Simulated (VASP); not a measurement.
## PbS: single point with r2SCAN

The system is PbS.

```
CELL_PARAMETERS angstrom
2.06599 -5.95109 0.00000
2.06599 5.95109 0.00000
0.00000 0.00000 4.25060
ATOMIC_POSITIONS crystal
Pb 0.86944 0.13056 0.75000
Pb 0.13056 0.86944 0.25000
S 0.64520 0.35480 0.75000
S 0.35480 0.64520 0.25000
```

* Program: VASP 6.6.1
* Task: single point
* Functional: r2SCAN
* Potentials or basis: VASP PAW PBE potentials, release 64 (Pb_d, S)
* Cutoff: 520 eV
* k mesh: 4 × 4 × 4
* Occupations: fermi-dirac, width 0.02 eV
* Spin: no spin polarisation

```json
{
  "Pressure": "1.1 GPa",
  "Largest force": "0.119 eV/Å",
  "Band gap on the k mesh": "1.52 eV, indirect (least direct gap 1.94 eV)"
}
```

Forces on the atoms (eV/Å):
```
Pb   0.000 -0.119  0.000
Pb   0.000  0.119  0.000
S    0.000  0.018  0.000
S    0.000 -0.018  0.000
```

Stress tensor (GPa, compression positive):
```
1.21 0.00 0.00
0.00 0.86 0.00
0.00 0.00 1.11
```

Levels at points of the mesh, in eV from the valence-band top:
```csv
k point,band 16,band 17,band 18,band 19,band 20,band 21,band 22,band 23,band 24,band 25
"(0.00, 0.00, 0.00)",-3.05,-2.48,-1.71,-1.54,-0.46,5.17,5.24,5.41,6.20,6.33
"(0.50, 0.00, 0.00)",-2.06,-1.40,-1.21,-0.26,-0.25,2.23,2.26,2.61,3.45,3.58
"(0.50, 0.50, 0.00)",-2.73,-1.97,-1.93,-1.37,-0.42,1.52,4.98,5.27,5.52,6.13
"(0.00, 0.00, 0.50)",-2.81,-1.16,-1.16,0.00,0.00,2.25,2.25,3.18,3.18,5.57
"(0.50, 0.00, 0.50)",-4.44,-3.21,-3.21,-1.48,-1.48,3.88,3.88,5.85,5.85,7.00
"(0.50, 0.50, 0.50)",-1.27,-1.26,-1.26,-0.32,-0.32,2.17,2.17,3.62,3.62,3.90
```

Run time: 120 s on 1 thread of Intel(R) Xeon(R) 6975P-C (Granite Rapids), on a shared host, peak memory 0.3 GiB.

Caveat: the PAW data sets were made with another functional, which shifts forces and pressure a little; spin-orbit coupling is left out, which moves the levels of the heavy elements. A k mesh can miss the band edges.
